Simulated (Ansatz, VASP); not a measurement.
One calculation of Si3S2, two programs

```
CELL_PARAMETERS angstrom
1.77756 1.02627 8.19088
-1.77756 1.02627 8.19088
0.00000 -2.05255 8.19088
ATOMIC_POSITIONS crystal
Si 0.00000 0.00000 0.00000
Si 0.21170 0.21170 0.21170
Si 0.78830 0.78830 0.78830
S 0.40080 0.40080 0.40080
S 0.59920 0.59920 0.59920
```

Change from the starting cell: species swapped into the Bi2Se3 type (R-3m, No. 166).

Alike in both runs: task relaxation of cell and atoms; functional PBE; k mesh 6 × 6 × 6; occupations gaussian, width 0.1 eV; no spin polarisation.

|  | VASP | Ansatz |
| --- | --- | --- |
| version | VASP 6.6.1 | Ansatz 0.2.0 |
| potentials or method | VASP PAW PBE potentials, release 64 (Si, S), cutoff 600 eV | scalar-relativistic, plane waves, PAW |
| valence electrons in the cell | 24 | 24 |

|  | VASP | Ansatz | Ansatz less VASP |
| --- | --- | --- | --- |
| gap on the k mesh at the Fermi level, each at its own relaxed structure (eV) | none | none | - |
| relaxed volume (Å³/atom) | 18.47 | 18.42 | -0.056 |
| relaxed cell length with the largest relative difference (Å) | 9.179 | 9.171 | -0.0087 |

A gap of «none» marks a metal or a gap that the smearing closes.
